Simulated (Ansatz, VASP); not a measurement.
**One calculation of CuO, two programs**

File INCAR:

```
ALGO = Normal ; EDIFF = 1E-7
ENCUT = 520 ; GGA = RP
ISIF = 2 ; ISMEAR = -1
LASPH = True ; LCHARG = True
LELF = True ; LREAL = False
LVHAR = True ; LWAVE = False
NBANDS = 25 ; NELM = 80
PREC = Accurate ; SIGMA = 0.05
```

File KPOINTS:

```
k-points
0
Gamma
  8 8 6
```

Contents of POSCAR:

```
CuO
1.0
    3.4891670480      0.0000000000      0.0000000000
    0.0000000000      3.4891670480      0.0000000000
    0.0000000000      0.0000000000      4.3440211544
Cu O
2 2
Direct
    0.0000000000      0.5000000000      0.0000000000
    0.5000000000      0.0000000000      0.5000000000
    0.0000000000      0.0000000000      0.2500000000
    0.0000000000      0.0000000000      0.7500000000
```

Contents of input.yaml:

```yaml
crystal:
  lattice:
    - [3.489167048, 0.0, 0.0]
    - [0.0, 3.489167048, 0.0]
    - [0.0, 0.0, 4.3440211544]
  atoms:
    - { symbol: Cu, position: [0.0, 0.5, 0.0] }
    - { symbol: Cu, position: [0.5, 0.0, 0.5] }
    - { symbol: O, position: [0.0, 0.0, 0.25] }
    - { symbol: O, position: [0.0, 0.0, 0.75] }
hamiltonian:
  xc: rpbe
  pseudopotentials: { kind: paw }
kpoints:
  mp_grid: { grid: [8, 8, 6] }
scf:
  occupations: { method: fermi_dirac, width: 0.05 }
output:
  forces: true
  stress: true
  eigenvalues: true
  write_density: true
  write_potential: true
  elf: true
  volumetric_format: npy
```

Alike in both runs: task single point; functional RPBE; k mesh 8 × 8 × 6; occupations fermi-dirac, width 0.05 eV; no spin polarisation.

```csv
,VASP,Ansatz
version,VASP 6.6.1,Ansatz 0.2.0
potentials or method,"VASP PAW PBE potentials, release 64 (Cu, O)",Ansatz PAW
plane-wave cutoff (eV),520,420
valence electrons in the cell,34,50
```

|  | VASP | Ansatz | Ansatz less VASP |
| --- | --- | --- | --- |
| gap on the k mesh at the Fermi level (eV) | none | none | - |
| pressure (GPa) | -4.0 | -4.5 | -0.41 |
| traceless stress, the component that is largest in VASP (GPa) | 20.84 | 21.25 | +0.403 |

VASP's potentials were made for PBE, not for RPBE. A gap of «none» marks a metal or a gap that the smearing closes. VASP's potentials hold 34 valence electrons a cell and Ansatz's 50, so a difference there can come from the potentials and not from the codes.
